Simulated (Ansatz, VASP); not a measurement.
**Two plane-wave programs on Al**

```xyz
2
Lattice="2.9317 0.0000 0.0000 -1.4659 2.5390 0.0000 0.0000 0.0000 4.7302" Properties=species:S:1:pos:R:3 pbc="T T T"
Al    0.0000    1.6926    1.1825
Al    1.4659    0.8463    3.5476
```

Alike in both runs: task single point; functional PBEsol; k mesh 14 × 14 × 8; occupations fermi-dirac, width 0.1 eV; no spin polarisation.

|  | VASP | Ansatz |
| --- | --- | --- |
| version | VASP 6.6.1 | Ansatz 0.2.0 |
| potentials or method | VASP PAW PBE potentials, release 64 (Al), cutoff 520 eV | plane waves (420 eV) with PAW, scalar-relativistic |
| valence electrons in the cell | 6 | 6 |

```tsv
	VASP	Ansatz	Ansatz less VASP
pressure (GPa)	-5.1	-5.1	-0.04
traceless stress, the component that is largest in VASP (GPa)	0.88	0.88	-0.003
```

VASP's potentials were made for PBE, not for PBEsol, and Ansatz warns of the same on its side.
